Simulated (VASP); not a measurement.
PrHRh3:

```xyz
5
Lattice="2.8121 -2.8460 0.0000 2.8121 2.8460 0.0000 0.0000 0.0000 4.0065" Properties=species:S:1:pos:R:3 pbc="T T T"
Pr    2.8121    0.0000    0.0000
H     0.0000    0.0000    2.0033
Rh    0.0000    0.0000    0.0000
Rh    1.4060    1.4230    2.0033
Rh    1.4060   -1.4230    2.0033
```

The cell was generated, and may not be a known phase.

* Program: VASP 6.6.1
* Task: relaxation of cell and atoms
* Functional: PBE
* Potentials or basis: VASP PAW PBE potentials, release 64 (Pr_3, H, Rh_pv), 4f in core
* Cutoff: 500 eV
* k mesh: 4 × 4 × 4
* Occupations: gaussian, width 0.2 eV
* Spin: no spin polarisation

At the start: pressure 24.3 GPa; volume 12.83 Å³/atom.

How do energy, volume and symmetry change on relaxing?

Over 4 steps the energy falls by 111.2 meV/atom and the volume is 14.47 Å³/atom (+12.8 %); space group Pm-3m (No. 221, to 0.1 Å) before and after.

The path:
```
step  energy change (eV)  largest force (eV/Å)  pressure (GPa)  volume (Å³)
   1              0.0000                0.0000           24.28        64.13
   2              0.1178                0.0000          -16.25        83.92
   3             -0.5557                0.0000           -0.57        72.59
   4             -0.5562                0.0000           -0.11        72.37
```

Final structure:
```yaml
crystal:
  lattice:
    - [2.93570, -2.95579, 0.00000]
    - [2.93570, 2.95579, 0.00000]
    - [0.00000, 0.00000, 4.17005]
  atoms:
    - { symbol: Pr, position: [0.50000, 0.50000, 0.00000] }
    - { symbol: H, position: [0.00000, 0.00000, 0.50000] }
    - { symbol: Rh, position: [0.00000, 0.00000, 0.00000] }
    - { symbol: Rh, position: [0.00000, 0.50000, 0.50000] }
    - { symbol: Rh, position: [0.50000, 0.00000, 0.50000] }
```

Caveat: the k points lie up to 0.38 Å⁻¹ apart in the final cell, too coarse for converged energies and pressures of a metal.
